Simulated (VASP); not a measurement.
A run of VASP 6.6.1 is set up as follows.

File INCAR:

```
SYSTEM = Si2BBr
PREC = Accurate ; ENCUT = 600
EDIFF = 1E-6 ; ISMEAR = 0
SIGMA = 0.1 ; LREAL = .FALSE.
LASPH = .TRUE. ; NELM = 100
ALGO = Normal ; ISIF = 3
LWAVE = .FALSE. ; LCHARG = .FALSE.
GGA = PE ; IBRION = 2
NSW = 90 ; EDIFFG = -0.04
```

File KPOINTS:

```
Automatic mesh
0
G
  4 4 6
  0 0 0
```

POSCAR

```
Si2BBr
1.0
    4.5025607000      0.0000000000      0.0000000000
    0.0000000000      4.5025607000      0.0000000000
    0.0000000000      0.0000000000      3.4985076200
Si B Br
2 1 1
Direct
    0.5000000000      0.0000000000      0.3952566400
    0.0000000000      0.5000000000      0.3952566400
    0.0000000000      0.0000000000      0.1868061800
    0.5000000000      0.5000000000      0.4654386700
```

Potentials or basis: VASP PAW PBE potentials, release 64 (Si, B, Br).

Run with:

```bash
$ cat potpaw_PBE.64/Si/POTCAR potpaw_PBE.64/B/POTCAR potpaw_PBE.64/Br/POTCAR > POTCAR
$ mpirun -np 1 vasp_std > vasp.out
```

Task: What does it give for the relaxed volume?

Result: 21.11 Å³/atom.

Task: Predict the relaxed cell.

Result: a = 3.829 Å, b = 3.829 Å, c = 5.760 Å, α = 90.00°, β = 90.00°, γ = 90.00°.

Forces on the atoms (eV/Å):
```
Si   0.000  0.000  0.013
Si   0.000  0.000  0.013
B    0.000  0.000 -0.029
Br   0.000  0.000  0.004
```

Caveat: the volume moved by over 15 % at a fixed basis, so the end points are rough.
